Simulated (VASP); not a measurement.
# SiC12 in VASP: single point with PBE+D3(BJ)

Aim: the single point of SiC12 with PBE+D3(BJ).

Program: VASP 6.6.1. These are calculated values, not measurements. Logs are shortened: lines on timing, memory, paths and dates and some standing lists are left out, and cuts for length are marked.

**1. The cell of the first run**

The cell holds a slab with vacuum, 13 atoms: a = 4.931 Å, b = 3.612 Å, c = 22.336 Å, α = 90.00°, β = 90.00°, γ = 109.96°.

**2. Single point, PBE+D3(BJ), collinear spin**

The input, INCAR:

```
PREC = Accurate
ENCUT = 520
EDIFF = 1E-7
ISMEAR = 0
SIGMA = 0.05
LREAL = F
LASPH = T
NELM = 150
ALGO = Fast
ISIF = 2
LWAVE = F
LCHARG = T
ISPIN = 2
MAGMOM = 0 0 0 0 0 0 0 0 0 0 0 0 2
LORBIT = 11
LDIPOL = T
IDIPOL = 3
DIPOL = 0.5 0.5 0.308
GGA = PE
IVDW = 12
LVHAR = T
LVACPOTAV = T
NBANDS = 42
KPAR = 4
```

The input, KPOINTS:

```
Automatic mesh
0
Gamma
  6 8 1
```

The input, POSCAR:

```
SiC12
1.0
    4.9311586499      0.0000000000      0.0000000000
   -1.2327896625      3.3947778379      0.0000000000
    0.0000000000      0.0000000000     22.3359273566
C Si
12 1
Direct
    0.2500000000      0.0000000000      0.1790836770
    0.7500000000      0.0000000000      0.1790836770
    0.0000000000      0.0000000000      0.2109204464
    0.5000000000      0.0000000000      0.2109204464
    0.0000000000      0.0000000000      0.2746309355
    0.5000000000      0.0000000000      0.2746309355
    0.2500000000      0.0000000000      0.3057016522
    0.7500000000      0.0000000000      0.3057016522
    0.2500000000      0.0000000000      0.3723849422
    0.7500000000      0.0000000000      0.3723849422
    0.0000000000      0.0000000000      0.4000696821
    0.5000000000      0.0000000000      0.4000696821
    0.0000000000      0.0000000000      0.5119969802
```

Potentials or basis: VASP PAW PBE potentials, release 64 (C, Si).

On the command line:

```bash
cat potpaw_PBE.64/C/POTCAR potpaw_PBE.64/Si/POTCAR > POTCAR
mpirun -np 4 vasp_std > vasp.out
```

OUTCAR:

```text
PREC = Accurate
   ENCUT = 520
   EDIFF = 1E-7
   ISMEAR = 0
   LREAL = F
   LASPH = T
   NELM = 150
   ISIF = 2
   ISPIN = 2
   LORBIT = 11
   GGA = PE
   IVDW = 12
 IVDW          = 12

 ion  position               nearest neighbor table
   1  0.250  0.000  0.179-   3 1.42   4 1.42
   2  0.750  0.000  0.179-   3 1.42   4 1.42
   3  0.000  0.000  0.211-   5 1.42   2 1.42   1 1.42
   4  0.500  0.000  0.211-   6 1.42   2 1.42   1 1.42
   5  0.000  0.000  0.275-   7 1.41   8 1.41   3 1.42
   6  0.500  0.000  0.275-   7 1.41   8 1.41   4 1.42
   7  0.250  0.000  0.306-   5 1.41   6 1.41   9 1.49
   8  0.750  0.000  0.306-   5 1.41   6 1.41  10 1.49
   9  0.250  0.000  0.372-  11 1.38  12 1.38   7 1.49
  10  0.750  0.000  0.372-  11 1.38  12 1.38   8 1.49
  11  0.000  0.000  0.400-   9 1.38  10 1.38  13 2.50
  12  0.500  0.000  0.400-   9 1.38  10 1.38
  13  0.000  0.000  0.512-  11 2.50

  Warning from LATTYP: Monoclinic adjustment (A1->A3, A2->A1, A3->A2)!
  LATTYP: Found a simple monoclinic cell.
 ALAT       =     3.6116875447
 B/A-ratio  =     6.1843465361
 C/A-ratio  =     1.3653336810
 COS(beta)  =    -0.3413334202

  Lattice vectors:

 A1 = (  -1.2327896625,   3.3947778379,   0.0000000000)
 A2 = (   0.0000000000,   0.0000000000,  22.3359273566)
 A3 = (   4.9311586499,   0.0000000000,   0.0000000000)

Analysis of symmetry for initial positions (statically):
=====================================================================
 Subroutine PRICEL returns:
 Original cell was already a primitive cell.

 Routine SETGRP: Setting up the symmetry group for a
 simple monoclinic supercell.

 Subroutine GETGRP returns: Found  2 space group operations
 (whereof  2 operations were pure point group operations)
 out of a pool of  4 trial point group operations.

The static configuration has the point symmetry C_2 .

Analysis of symmetry for dynamics (positions and initial velocities):
=====================================================================
 Subroutine PRICEL returns:
 Original cell was already a primitive cell.

 Routine SETGRP: Setting up the symmetry group for a
 simple monoclinic supercell.

 Subroutine GETGRP returns: Found  2 space group operations
 (whereof  2 operations were pure point group operations)
 out of a pool of  4 trial point group operations.

The dynamic configuration has the point symmetry C_2 .

Analysis of structural, dynamic, and magnetic symmetry:
=====================================================================
 Subroutine PRICEL returns:
 Original cell was already a primitive cell.

 Routine SETGRP: Setting up the symmetry group for a
 simple monoclinic supercell.

 Subroutine GETGRP returns: Found  2 space group operations
 (whereof  2 operations were pure point group operations)
 out of a pool of  4 trial point group operations.

The overall configuration has the point symmetry C_2 .

 Subroutine INISYM returns: Found  2 space group operations
 (whereof  2 operations are pure point group operations),
 and found     1 'primitive' translations

----------------------------------------------------------------------------------------

                                     Primitive cell

  volume of cell :     373.9076

  direct lattice vectors                    reciprocal lattice vectors
     4.931158650  0.000000000  0.000000000     0.202792096  0.073642522  0.000000000
    -1.232789663  3.394777838  0.000000000     0.000000000  0.294570086  0.000000000
     0.000000000  0.000000000 22.335927357     0.000000000  0.000000000  0.044770919

  length of vectors
     4.931158650  3.611687545 22.335927357     0.215749520  0.294570086  0.044770919

  position of ions in fractional coordinates (direct lattice)
     0.250000000  0.000000000  0.179083677
     0.750000000  0.000000000  0.179083677
     0.000000000  0.000000000  0.210920446
[... 100 lines left out ...]
   EDIFFG = 0.1E-05   stopping-criterion for IOM
   NSW    =      0    number of steps for IOM
   IBRION =     -1    ionic relax: 0-MD 1-quasi-New 2-CG
   NFREE  =      0    steps in history (QN), initial steepest desc. (CG)
   ISIF   =      2    stress and relaxation
   ISYM   =      2    0-nonsym 1-usesym 2-fastsym
   POTIM  = 0.5000    time-step for ionic-motion
   TEBEG  =    0.0;   TEEND  =   0.0 temperature during run
   PSTRESS=    0.0 pullay stress
   NELECT =      52.0000    total number of electrons
   NUPDOWN=      -1.0000    fix difference up-down
   EMIN   =  10.00;   EMAX   =-10.00  energy-range for DOS
   EFERMI =   0.00;   METHOD = LEGACY
   ISMEAR =     0;   SIGMA  =   0.05  broadening in eV -4-tet -1-fermi 0-gaus
   EFERMI_NEDOS =   21; number of points for ismear=-14 and -15
   IALGO  =     68    algorithm
   IMIX   =      4    mixing-type and parameters
     AMIX     =   0.40;   BMIX     =  1.00
     AMIX_MAG =   1.60;   BMIX_MAG =  1.00
  volume/ion in A,a.u.               =      28.76       194.10
  Fermi-wavevector in a.u.,A,eV,Ry     =   0.848180  1.602827  9.788149  0.719409
  Thomas-Fermi vector in A             =   1.963803
   LORBIT       =     11    0 simple, 1 ext, 2 COOP (PROOUT), +10 PAW based schemes
   GGA     = PE    functional components
   LHFCALC =     F    Hartree Fock is set to
   AEXX    =    0.0000 exact exchange contribution
   IVDW    =    12    specifies the selected vdW correction
   LEPSILON=     F    determine dielectric tensor
   LRPA    =     F    only Hartree local field effects (RPA)
 spin polarized calculation
 RMM-DIIS sequential band-by-band and
 Gauss-broadening in eV      SIGMA  =   0.05
  energy-cutoff  :      520.00
  volume of cell :      373.91
 maximum number of plane-waves:     10090
 NGX is ok and might be reduce to    40
   NGX = 19   NGY = 13   NGZ = 83

 dipolmoment           0.000000      0.000000      0.034980 electrons x Angstroem

 number of electron      52.0000001 magnetization       0.1539841

 number of electron      52.0000001 magnetization      -0.0878442

 dipolmoment           0.000000      0.000000     -0.214588 electrons x Angstroem

 Free energy of the ion-electron system (eV)
  ---------------------------------------------------
  ext. energy  EPLUGINS =         0.00000000
  ---------------------------------------------------
  free energy    TOTEN  =      -102.36513544 eV

  energy without entropy =     -102.35617470  energy(sigma->0) =     -102.36065507

 E-fermi :  -2.2098     XC(G=0):  -4.4641

 val. band max:       -2.2277038320   @ k =   0.3333   0.1250   0.0000
 cond. band min:      -2.2066452693   @ k =   0.5000   0.3750   0.0000
 fundamental gap:      0.0210585626
 Fermi energy:        -2.2097931154

 spin component 1

 k-point     1 :       0.0000    0.0000    0.0000
  band No.  band energies     occupation
      1     -20.9835      1.00000
      2     -19.3242      1.00000
      3     -16.9775      1.00000
      4     -16.7166      1.00000
      5     -16.6045      1.00000
      6     -15.0461      1.00000
[... 973 lines left out ...]
     37       4.5857      0.00000
     38       5.5324      0.00000

 [... further k-points ...]

 spin component 2

 k-point     1 :       0.0000    0.0000    0.0000
  band No.  band energies     occupation
      1     -20.9895      1.00000
      2     -19.3348      1.00000
      3     -16.9863      1.00000
      4     -16.7200      1.00000
      5     -16.6114      1.00000
      6     -15.0680      1.00000
[... 973 lines left out ...]
     37       6.2328      0.00000
     38       6.3349      0.00000

 [... further k-points ...]

 [bands above 38 left out]

------------------------ aborting loop because EDIFF is reached ----------------------------------------

 Edisp (eV)   -1.70262

 E8    (eV) :    -0.5239

  FORCE on cell =-STRESS in cart. coord.  units (eV):
  Direction    XX          YY          ZZ          XY          YZ          ZX
  --------------------------------------------------------------------------------------
  -------------------------------------------------------------------------------------
  Total      -1.51240    -2.59345    -5.00967     0.73926     0.00000     0.00000
  in kB      -6.48056   -11.11282   -21.46620     3.16771     0.00000     0.00000
  external pressure =      -13.02 kB  Pullay stress =        0.00 kB

 VOLUME and BASIS-vectors are now :
 -----------------------------------------------------------------------------
  energy-cutoff  :      520.00
  volume of cell :      373.91
      direct lattice vectors                 reciprocal lattice vectors
     4.931158650  0.000000000  0.000000000     0.202792096  0.073642522  0.000000000
    -1.232789663  3.394777838  0.000000000     0.000000000  0.294570086  0.000000000
     0.000000000  0.000000000 22.335927357     0.000000000  0.000000000  0.044770919

 POSITION                                       TOTAL-FORCE (eV/Angst)
 -----------------------------------------------------------------------------------
      1.23279      0.00000      4.00000         0.043112     -0.005438      2.136692
      3.69837      0.00000      4.00000        -0.043112      0.005438      2.136692
      0.00000      0.00000      4.71110         0.000000      0.000000     -3.832751
      2.46558      0.00000      4.71110         0.000000      0.000000     -3.520313
      0.00000      0.00000      6.13414         0.000000      0.000000      1.482804
      2.46558      0.00000      6.13414         0.000000      0.000000      1.273935
      1.23279      0.00000      6.82813         0.135886     -0.010849      0.402706
      3.69837      0.00000      6.82813        -0.135886      0.010849      0.402706
      1.23279      0.00000      8.31756         0.258992     -0.010798     -1.625116
      3.69837      0.00000      8.31756        -0.258992      0.010798     -1.625116
      0.00000      0.00000      8.93593         0.000000      0.000000      4.006672
      2.46558      0.00000      8.93593         0.000000      0.000000      1.757523
      0.00000      0.00000     11.43593         0.000000      0.000000     -2.996431
 -----------------------------------------------------------------------------------
    total drift:                               -0.000000     -0.000000      0.000111

  FREE ENERGIE OF THE ION-ELECTRON SYSTEM (eV)
  ---------------------------------------------------
  free  energy   TOTEN  =      -104.0677559909 eV

  energy  without entropy=     -104.0587952427  energy(sigma->0) =     -104.06327562

 vacuum level on the upper side and lower side of the slab         2.196         4.516

 total charge

# of ion       s       p       d       tot
------------------------------------------
    1        0.920   1.512   0.000   2.432
    2        0.920   1.512   0.000   2.432
    3        0.867   1.770   0.000   2.638
    4        0.866   1.774   0.000   2.639
    5        0.875   1.771   0.000   2.646
    6        0.870   1.779   0.000   2.649
    7        0.868   1.748   0.000   2.616
    8        0.868   1.748   0.000   2.616
    9        0.872   1.785   0.000   2.657
   10        0.872   1.785   0.000   2.657
   11        0.886   1.633   0.000   2.519
   12        0.898   1.614   0.000   2.512
   13        0.940   0.491   0.000   1.431
--------------------------------------------------
tot         11.522  20.922   0.000  32.444

 magnetization (x)

# of ion       s       p       d       tot
------------------------------------------
    1       -0.001  -0.002   0.000  -0.003
    2       -0.001  -0.002   0.000  -0.003
    3        0.000  -0.001   0.000  -0.001
    4       -0.000  -0.000   0.000  -0.000
    5        0.000  -0.001   0.000  -0.001
    6        0.000   0.001   0.000   0.001
    7       -0.001  -0.004   0.000  -0.004
    8       -0.001  -0.004   0.000  -0.004
    9       -0.000   0.000   0.000  -0.000
   10       -0.000   0.000   0.000  -0.000
   11       -0.001  -0.002   0.000  -0.003
   12       -0.006  -0.037   0.000  -0.043
   13        0.000   0.003   0.000   0.003
--------------------------------------------------
tot         -0.009  -0.049   0.000  -0.058
```

It took 24 min on 4 MPI ranks of Oxide Virtual Turin-like, shared host; peak memory 0.96 GiB.

Results:

| Item | Value |
| --- | --- |
| Free energy | -104.0678 eV |
| Largest force | 4.007 eV/Å |
| Net moment | -0.09 μB per cell |
| Site moments | C -0.00, +0.00, -0.04 (each value once); Si +0.00 μB |
| Valence electrons inside the program's atomic spheres | C 2.43, 2.64, 2.65, 2.62, 2.66, 2.52, 2.51 (each value once); Si 1.43 |
| Dispersion energy per atom | -0.131 eV |

Forces in eV/Å, atoms in the order of the input:
```
C    0.043 -0.005  2.137
C   -0.043  0.005  2.137
C    0.000  0.000 -3.833
C    0.000  0.000 -3.520
C    0.000  0.000  1.483
C    0.000  0.000  1.274
C    0.136 -0.011  0.403
C   -0.136  0.011  0.403
C    0.259 -0.011 -1.625
C   -0.259  0.011 -1.625
C    0.000  0.000  4.007
C    0.000  0.000  1.758
Si   0.000  0.000 -2.996
```
